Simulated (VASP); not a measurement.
# Sb (Pm-3m) in VASP: notebook, part 2 of 2

VASP 6.6.1.

**5. Single point, PBE (volume scaled by 0.94)**

Contents of INCAR:

```
  PREC = Accurate
  ENCUT = 520
  EDIFF = 1E-6
  ISMEAR = -1
  SIGMA = 0.05
  LREAL = False
  LASPH = True
  NELM = 100
  ALGO = Normal
  ISIF = 2
  LWAVE = False
  LCHARG = False
  GGA = PE
  NBANDS = 8
```

Contents of KPOINTS:

```
Automatic mesh
0
Gamma
  8 8 8
```

Contents of POSCAR:

```
Sb
1.0
    3.0954921035      0.0000000000      0.0000000000
    0.0000000000      3.0954921035      0.0000000000
    0.0000000000      0.0000000000      3.0954921035
Sb
1
Direct
    0.0000000000      0.0000000000      0.0000000000
```

Potentials or basis: VASP PAW PBE potentials, release 64 (Sb).

Started as:

```bash
$ cat potpaw_PBE.64/Sb/POTCAR > POTCAR
$ mpirun -np 1 vasp_std > vasp.out
```

OUTCAR:

```text
PREC = Accurate
   ENCUT = 520
   EDIFF = 1E-6
   ISMEAR = -1
   LREAL = False
   LASPH = True
   NELM = 100
   ISIF = 2
   GGA = PE

 ion  position               nearest neighbor table
   1  0.000  0.000  0.000-

  LATTYP: Found a simple cubic cell.
 ALAT       =     3.0954921035

  Lattice vectors:

 A1 = (   3.0954921035,   0.0000000000,   0.0000000000)
 A2 = (   0.0000000000,   3.0954921035,   0.0000000000)
 A3 = (   0.0000000000,   0.0000000000,   3.0954921035)

Analysis of symmetry for initial positions (statically):
=====================================================================
 Subroutine PRICEL returns:
 Original cell was already a primitive cell.

 Routine SETGRP: Setting up the symmetry group for a
 simple cubic supercell.

 Subroutine GETGRP returns: Found 48 space group operations
 (whereof 48 operations were pure point group operations)
 out of a pool of 48 trial point group operations.

The static configuration has the point symmetry O_h .

Analysis of symmetry for dynamics (positions and initial velocities):
=====================================================================
 Subroutine PRICEL returns:
 Original cell was already a primitive cell.

 Routine SETGRP: Setting up the symmetry group for a
 simple cubic supercell.

 Subroutine GETGRP returns: Found 48 space group operations
 (whereof 48 operations were pure point group operations)
 out of a pool of 48 trial point group operations.

The dynamic configuration has the point symmetry O_h .

 Subroutine INISYM returns: Found 48 space group operations
 (whereof 48 operations are pure point group operations),
 and found     1 'primitive' translations

----------------------------------------------------------------------------------------

[... 102 lines left out ...]
   NUPDOWN=      -1.0000    fix difference up-down
   EMIN   =  10.00;   EMAX   =-10.00  energy-range for DOS
   EFERMI =   0.00;   METHOD = LEGACY
   ISMEAR =    -1;   SIGMA  =   0.05  broadening in eV -4-tet -1-fermi 0-gaus
   EFERMI_NEDOS =   21; number of points for ismear=-14 and -15
   IALGO  =     38    algorithm
   IMIX   =      4    mixing-type and parameters
     AMIX     =   0.40;   BMIX     =  1.00
     AMIX_MAG =   1.60;   BMIX_MAG =  1.00
  volume/ion in A,a.u.               =      29.66       200.16
  Fermi-wavevector in a.u.,A,eV,Ry     =   0.904347  1.708968 11.127438  0.817844
  Thomas-Fermi vector in A             =   2.027783
   LORBIT       =      0    0 simple, 1 ext, 2 COOP (PROOUT), +10 PAW based schemes
   GGA     = PE    functional components
   LHFCALC =     F    Hartree Fock is set to
   AEXX    =    0.0000 exact exchange contribution
   IVDW    =     0    specifies the selected vdW correction
   LEPSILON=     F    determine dielectric tensor
   LRPA    =     F    only Hartree local field effects (RPA)
 non-spin polarized calculation
  energy-cutoff  :      520.00
  volume of cell :       29.66
 maximum number of plane-waves:       840
 NGX is ok and might be reduce to    24
   NGX = 11   NGY = 11   NGZ = 11

 number of electron       4.9999999 magnetization

 Free energy of the ion-electron system (eV)
  ---------------------------------------------------
  ext. energy  EPLUGINS =         0.00000000
  ---------------------------------------------------
  free energy    TOTEN  =        -4.07762222 eV

  energy without entropy =       -4.07039968  energy(sigma->0) =       -4.07401095

 E-fermi :   7.1498     XC(G=0):  -9.6515

 val. band max:        7.1399089671   @ k =   0.3750   0.2500   0.1250
 cond. band min:       7.4192322406   @ k =   0.5000   0.2500   0.0000
 fundamental gap:      0.2793232735
 Fermi energy:         7.1498092537

 k-point     1 :       0.0000    0.0000    0.0000
  band No.  band energies     occupation
      1      -5.2256      2.00000
      2      10.4868      0.00000
      3      10.4868      0.00000
      4      10.4868      0.00000
      5      14.1299      0.00000
      6      14.1299      0.00000
      7      15.4968      0.00000
      8      24.8757      0.00000
[... 243 lines left out ...]
 k-point    24 :       0.5000    0.3750    0.1250
  band No.  band energies     occupation
      1      -0.6408      2.00000
      2       3.4149      2.00000
      3       5.0738      2.00000
      4      10.4623      0.00000
      5      12.2084      0.00000
      6      16.9184      0.00000
      7      18.3173      0.00000
      8      21.2787      0.00000

 [... further k-points ...]
[... 5 lines left out ...]
  --------------------------------------------------------------------------------------
  -------------------------------------------------------------------------------------
  Total        0.1983058      0.1983058      0.1983058      0.0000000     -0.0000000     -0.0000000
  in kB       10.7116621     10.7116621     10.7116621      0.0000000     -0.0000000     -0.0000000
  external PRESSURE =      10.7116621 kB  Pullay stress =       0.0000000 kB

 VOLUME and BASIS-vectors are now :
 -----------------------------------------------------------------------------
  energy-cutoff  :      520.00
  volume of cell :       29.66
      direct lattice vectors                 reciprocal lattice vectors
     3.095492103  0.000000000  0.000000000     0.323050412  0.000000000  0.000000000
     0.000000000  3.095492103  0.000000000     0.000000000  0.323050412  0.000000000
     0.000000000  0.000000000  3.095492103     0.000000000  0.000000000  0.323050412

 POSITION                                       TOTAL-FORCE (eV/Angst)
 -----------------------------------------------------------------------------------
      0.00000      0.00000      0.00000         0.000000      0.000000      0.000000
 -----------------------------------------------------------------------------------
    total drift:                               -0.000000      0.000000      0.000000

  FREE ENERGIE OF THE ION-ELECTRON SYSTEM (eV)
  ---------------------------------------------------
  free  energy   TOTEN  =        -4.0776222241 eV

  energy  without entropy=       -4.0703996833  energy(sigma->0) =       -4.07401095
```

OSZICAR:

```text
N       E                     dE             d eps       ncg     rms          rms(c)
DAV:   1     0.517317690962E+01    0.51732E+01   -0.15253E+03   576   0.391E+02
DAV:   2    -0.396673492884E+01   -0.91399E+01   -0.86326E+01   824   0.512E+01
DAV:   3    -0.407307812956E+01   -0.10634E+00   -0.10634E+00   656   0.641E+00
DAV:   4    -0.407354527097E+01   -0.46714E-03   -0.46714E-03   848   0.513E-01
DAV:   5    -0.407354718140E+01   -0.19104E-05   -0.19098E-05   664   0.228E-02    0.194E+00
DAV:   6    -0.407593627656E+01   -0.23891E-02   -0.66017E-04   808   0.183E-01    0.116E+00
DAV:   7    -0.407757219408E+01   -0.16359E-02   -0.16463E-03   624   0.281E-01    0.727E-02
DAV:   8    -0.407761883126E+01   -0.46637E-04   -0.57250E-05   744   0.530E-02    0.569E-03
DAV:   9    -0.407762135301E+01   -0.25217E-05   -0.23704E-06   736   0.976E-03    0.217E-03
DAV:  10    -0.407762222414E+01   -0.87113E-06   -0.54538E-07   696   0.419E-03
   1 F= -.40776222E+01 E0= -.40740110E+01  d E =-.722254E-02
```

It took 3.6 s on 1 thread of Intel Xeon Platinum 8259CL at 2.50GHz (Skylake/Cascade Lake), shared host; peak memory 0.13 GiB.

Results:

```yaml
Free_energy: -4.0776 eV
Pressure: 1.1 GPa
```

Levels at points of the mesh, in eV from the Fermi level:
```csv
k point,band 1,band 2,band 3,band 4,band 5,band 6,band 7,band 8
"(0.00, 0.00, 0.00)",-12.38,3.34,3.34,3.34,6.98,6.98,8.35,17.73
"(0.50, 0.00, 0.00)",-9.94,-5.56,5.36,5.36,9.07,10.66,11.51,11.51
"(0.50, 0.50, 0.00)",-7.34,-3.51,-3.51,2.21,7.43,12.94,13.33,13.33
"(0.50, 0.50, 0.50)",-4.44,-1.57,-1.57,-1.57,4.88,4.88,4.88,6.98
```

Caveat: spin-orbit coupling is left out, which moves the levels of the heavy elements.

**6. Single point, PBE (volume scaled by 0.96)**

Contents of INCAR:

```
  ALGO = Normal
  EDIFF = 1E-6
  ENCUT = 520
  GGA = PE
  ISIF = 2
  ISMEAR = -1
  LASPH = T
  LCHARG = T
  LELF = T
  LREAL = F
  LVHAR = T
  LWAVE = F
  NBANDS = 8
  NELM = 80
  PREC = Accurate
  SIGMA = 0.05
```

Contents of KPOINTS:

```
k-points
0
Gamma
  8 8 8
```

Contents of POSCAR:

```
Sb
1.0
    3.1172920620      0.0000000000      0.0000000000
    0.0000000000      3.1172920620      0.0000000000
    0.0000000000      0.0000000000      3.1172920620
Sb
1
Direct
    0.0000000000      0.0000000000      0.0000000000
```

Potentials or basis: VASP PAW PBE potentials, release 64 (Sb).

Started as:

```bash
$ cat potpaw_PBE.64/Sb/POTCAR > POTCAR
$ mpirun -np 1 vasp_std > vasp.out
```

OUTCAR:

```text
EDIFF = 1E-6
   ENCUT = 520
   GGA = PE
   ISIF = 2
   ISMEAR = -1
   LASPH = T
   LREAL = F
   NELM = 80
   PREC = Accurate

 ion  position               nearest neighbor table
   1  0.000  0.000  0.000-

  LATTYP: Found a simple cubic cell.
 ALAT       =     3.1172920620

  Lattice vectors:

 A1 = (   3.1172920620,   0.0000000000,   0.0000000000)
 A2 = (   0.0000000000,   3.1172920620,   0.0000000000)
 A3 = (   0.0000000000,   0.0000000000,   3.1172920620)

Analysis of symmetry for initial positions (statically):
=====================================================================
 Subroutine PRICEL returns:
 Original cell was already a primitive cell.

 Routine SETGRP: Setting up the symmetry group for a
 simple cubic supercell.

 Subroutine GETGRP returns: Found 48 space group operations
 (whereof 48 operations were pure point group operations)
 out of a pool of 48 trial point group operations.

The static configuration has the point symmetry O_h .

Analysis of symmetry for dynamics (positions and initial velocities):
=====================================================================
 Subroutine PRICEL returns:
 Original cell was already a primitive cell.

 Routine SETGRP: Setting up the symmetry group for a
 simple cubic supercell.

 Subroutine GETGRP returns: Found 48 space group operations
 (whereof 48 operations were pure point group operations)
 out of a pool of 48 trial point group operations.

The dynamic configuration has the point symmetry O_h .

 Subroutine INISYM returns: Found 48 space group operations
 (whereof 48 operations are pure point group operations),
 and found     1 'primitive' translations

----------------------------------------------------------------------------------------

                                     Primitive cell

  volume of cell :      30.2923

  direct lattice vectors                    reciprocal lattice vectors
     3.117292062  0.000000000  0.000000000     0.320791244  0.000000000  0.000000000
     0.000000000  3.117292062  0.000000000     0.000000000  0.320791244  0.000000000
     0.000000000  0.000000000  3.117292062     0.000000000  0.000000000  0.320791244

  length of vectors
     3.117292062  3.117292062  3.117292062     0.320791244  0.320791244  0.320791244

  position of ions in fractional coordinates (direct lattice)
     0.000000000  0.000000000  0.000000000

  ion indices of the primitive-cell ions
   primitive index   ion index
                 1           1

----------------------------------------------------------------------------------------

 KPOINTS: k-points

Automatic generation of k-mesh.
 Grid dimensions read from file:
 generate k-points for:    8    8    8

 Generating k-lattice:

  Cartesian coordinates                     Fractional coordinates (reciprocal lattice)
     0.040098906  0.000000000  0.000000000     0.125000000  0.000000000  0.000000000
     0.000000000  0.040098906  0.000000000     0.000000000  0.125000000  0.000000000
     0.000000000  0.000000000  0.040098906     0.000000000  0.000000000  0.125000000

  Length of vectors
     0.040098906  0.040098906  0.040098906

  Shift w.r.t. Gamma in fractional coordinates (k-lattice)
     0.000000000  0.000000000  0.000000000

 Subroutine IBZKPT returns following result:
 ===========================================

 Found     35 irreducible k-points:

 Following reciprocal coordinates:
            Coordinates               Weight
  0.000000  0.000000  0.000000      1.000000
  0.125000  0.000000  0.000000      6.000000
  0.250000  0.000000  0.000000      6.000000
  0.375000  0.000000  0.000000      6.000000
  0.500000  0.000000  0.000000      3.000000
  0.125000  0.125000  0.000000     12.000000
[... 16 lines left out ...]
  0.375000  0.375000  0.125000     24.000000
  0.500000  0.375000  0.125000     24.000000
 [... further k-points ...]
   k-points           NKPTS =     35   k-points in BZ     NKDIM =     35   number of bands    NBANDS=      8
   number of dos      NEDOS =    301   number of ions     NIONS =      1
   total plane-waves  NPLWV =  13824
   dimension x,y,z NGX =    24 NGY =   24 NGZ =   24
   dimension x,y,z NGXF=    48 NGYF=   48 NGZF=   48
   ions per type =               1
   NGX,Y,Z   is equivalent  to a cutoff of  12.80, 12.80, 12.80 a.u.
   NGXF,Y,Z  is equivalent  to a cutoff of  25.60, 25.60, 25.60 a.u.
 SYSTEM =  unknown system
   PREC   = accura    normal or accurate (medium, high low for compatibility)
   ISTART =      0    job   : 0-new  1-cont  2-samecut
   ICHARG =      2    charge: 1-file 2-atom 10-const
   ISPIN  =      1    spin polarized calculation?
   LNONCOLLINEAR =      F non collinear calculations
   LSORBIT =      F    spin-orbit coupling
   LASPH  =      T    aspherical Exc in radial PAW
   ENCUT  =  520.0 eV  38.22 Ry    6.18 a.u.   5.80  5.80  5.80*2*pi/ulx,y,z
   NELM   =     80;   NELMIN=  2; NELMDL= -5     # of ELM steps
   EDIFF  = 0.1E-05   stopping-criterion for ELM
   LREAL  =      F    real-space projection
   EDIFFG = 0.1E-04   stopping-criterion for IOM
   NSW    =      0    number of steps for IOM
   IBRION =     -1    ionic relax: 0-MD 1-quasi-New 2-CG
   NFREE  =      0    steps in history (QN), initial steepest desc. (CG)
   ISIF   =      2    stress and relaxation
   ISYM   =      2    0-nonsym 1-usesym 2-fastsym
   POTIM  = 0.5000    time-step for ionic-motion
   TEBEG  =    0.0;   TEEND  =   0.0 temperature during run
   PSTRESS=    0.0 pullay stress
   NELECT =       5.0000    total number of electrons
   NUPDOWN=      -1.0000    fix difference up-down
   EMIN   =  10.00;   EMAX   =-10.00  energy-range for DOS
   EFERMI =   0.00;   METHOD = LEGACY
   ISMEAR =    -1;   SIGMA  =   0.05  broadening in eV -4-tet -1-fermi 0-gaus
   EFERMI_NEDOS =   21; number of points for ismear=-14 and -15
   IALGO  =     38    algorithm
   IMIX   =      4    mixing-type and parameters
     AMIX     =   0.40;   BMIX     =  1.00
     AMIX_MAG =   1.60;   BMIX_MAG =  1.00
  volume/ion in A,a.u.               =      30.29       204.42
  Fermi-wavevector in a.u.,A,eV,Ry     =   0.898023  1.697017 10.972348  0.806445
  Thomas-Fermi vector in A             =   2.020680
   LORBIT       =      0    0 simple, 1 ext, 2 COOP (PROOUT), +10 PAW based schemes
   GGA     = PE    functional components
   LHFCALC =     F    Hartree Fock is set to
   AEXX    =    0.0000 exact exchange contribution
   IVDW    =     0    specifies the selected vdW correction
   LEPSILON=     F    determine dielectric tensor
   LRPA    =     F    only Hartree local field effects (RPA)
 non-spin polarized calculation
  energy-cutoff  :      520.00
  volume of cell :       30.29
 maximum number of plane-waves:       840
 NGX is ok and might be reduce to    24
   NGX = 11   NGY = 11   NGZ = 11

 number of electron       5.0000000 magnetization

 Free energy of the ion-electron system (eV)
  ---------------------------------------------------
  ext. energy  EPLUGINS =         0.00000000
  ---------------------------------------------------
  free energy    TOTEN  =        -4.07930953 eV

  energy without entropy =       -4.07212616  energy(sigma->0) =       -4.07571785

 E-fermi :   6.8871     XC(G=0):  -9.5618

 val. band max:        6.8775913404   @ k =   0.3750   0.2500   0.1250
 cond. band min:       7.1431736740   @ k =   0.5000   0.2500   0.0000
 fundamental gap:      0.2655823336
 Fermi energy:         6.8870865347

 k-point     1 :       0.0000    0.0000    0.0000
  band No.  band energies     occupation
      1      -5.3287      2.00000
      2      10.1687      0.00000
      3      10.1687      0.00000
      4      10.1687      0.00000
      5      13.8458      0.00000
      6      13.8458      0.00000
      7      15.1053      0.00000
      8      24.4910      0.00000

 k-point     2 :       0.1250    0.0000    0.0000
  band No.  band energies     occupation
      1      -5.1069      2.00000
      2       7.9920      0.00000
      3      10.3850      0.00000
      4      10.3850      0.00000
      5      14.0235      0.00000
      6      14.7389      0.00000
      7      16.8813      0.00000
      8      22.9191      0.00000
[... 221 lines left out ...]
 k-point    23 :       0.3750    0.3750    0.1250
  band No.  band energies     occupation
      1      -1.4987      2.00000
      2       4.2304      2.00000
      3       4.5659      2.00000
      4      11.0543      0.00000
      5      11.4310      0.00000
      6      17.2786      0.00000
      7      17.5997      0.00000
      8      20.2538      0.00000

 k-point    24 :       0.5000    0.3750    0.1250
  band No.  band energies     occupation
      1      -0.8815      2.00000
      2       3.2527      2.00000
      3       4.8539      2.00000
      4      10.2560      0.00000
      5      11.8083      0.00000
      6      16.6194      0.00000
      7      17.9767      0.00000
      8      20.8547      0.00000

 [... further k-points ...]
[... 5 lines left out ...]
  --------------------------------------------------------------------------------------
  -------------------------------------------------------------------------------------
  Total       -0.0352030     -0.0352030     -0.0352030     -0.0000000     -0.0000000      0.0000000
  in kB       -1.8619039     -1.8619039     -1.8619039     -0.0000000     -0.0000000      0.0000000
  external PRESSURE =      -1.8619039 kB  Pullay stress =       0.0000000 kB

 VOLUME and BASIS-vectors are now :
 -----------------------------------------------------------------------------
  energy-cutoff  :      520.00
  volume of cell :       30.29
      direct lattice vectors                 reciprocal lattice vectors
     3.117292062  0.000000000  0.000000000     0.320791244  0.000000000  0.000000000
     0.000000000  3.117292062  0.000000000     0.000000000  0.320791244  0.000000000
     0.000000000  0.000000000  3.117292062     0.000000000  0.000000000  0.320791244

 POSITION                                       TOTAL-FORCE (eV/Angst)
 -----------------------------------------------------------------------------------
      0.00000      0.00000      0.00000         0.000000      0.000000      0.000000
 -----------------------------------------------------------------------------------
    total drift:                                0.000000      0.000000      0.000000

  FREE ENERGIE OF THE ION-ELECTRON SYSTEM (eV)
  ---------------------------------------------------
  free  energy   TOTEN  =        -4.0793095343 eV

  energy  without entropy=       -4.0721261559  energy(sigma->0) =       -4.07571785
```

OSZICAR:

```text
N       E                     dE             d eps       ncg     rms          rms(c)
DAV:   1     0.547120998704E+01    0.54712E+01   -0.16330E+03   560   0.403E+02
DAV:   2    -0.396832371684E+01   -0.94395E+01   -0.90137E+01   792   0.509E+01
DAV:   3    -0.407459305286E+01   -0.10627E+00   -0.10621E+00   672   0.627E+00
DAV:   4    -0.407503053236E+01   -0.43748E-03   -0.43748E-03   808   0.496E-01
DAV:   5    -0.407503279303E+01   -0.22607E-05   -0.22596E-05   712   0.226E-02    0.187E+00
DAV:   6    -0.407754285007E+01   -0.25101E-02   -0.77946E-04   768   0.189E-01    0.111E+00
DAV:   7    -0.407925856138E+01   -0.17157E-02   -0.19071E-03   592   0.289E-01    0.742E-02
DAV:   8    -0.407930616685E+01   -0.47605E-04   -0.64887E-05   784   0.561E-02    0.558E-03
DAV:   9    -0.407930880661E+01   -0.26398E-05   -0.22803E-06   712   0.963E-03    0.205E-03
DAV:  10    -0.407930953429E+01   -0.72768E-06   -0.61044E-07   736   0.429E-03
   1 F= -.40793095E+01 E0= -.40757178E+01  d E =-.718338E-02
```

Run time: 4 s. Hardware: 1 thread of Intel Xeon Platinum 8259CL at 2.50GHz (Skylake/Cascade Lake), shared host; peak memory 0.14 GiB.

Results:

```
Free energy : -4.0793 eV
Pressure    : -0.2 GPa
```

Caveat: spin-orbit coupling is left out, which moves the levels of the heavy elements.

**7. The runs side by side**

```tsv
level	potentials or basis	cell	gap on the mesh (eV)	pressure (GPa)
LDA	VASP PAW LDA potentials, release 64 (Sb)	a = 3.181 Å, 1 atom	none	-6.4
LDA	VASP PAW LDA potentials, release 64 (Sb)	a = 3.202 Å, 1 atom	none	-7.0
LDA	VASP PAW LDA potentials, release 64 (Sb)	a = 3.222 Å, 1 atom	none	-7.6
PBE	VASP PAW PBE potentials, release 64 (Sb)	a = 3.095 Å, 1 atom	none	1.1
PBE	VASP PAW PBE potentials, release 64 (Sb)	a = 3.117 Å, 1 atom	none	-0.2
```

Alike in all rows: task single point; no spin polarisation; k mesh 8 × 8 × 8; cutoff (eV) 520; smearing fermi-dirac 0.05 eV.

Caveats: spin-orbit coupling is left out, which moves the levels of the heavy elements.

Total energies depend on the potentials used, so only differences within one code and one set of settings carry meaning.
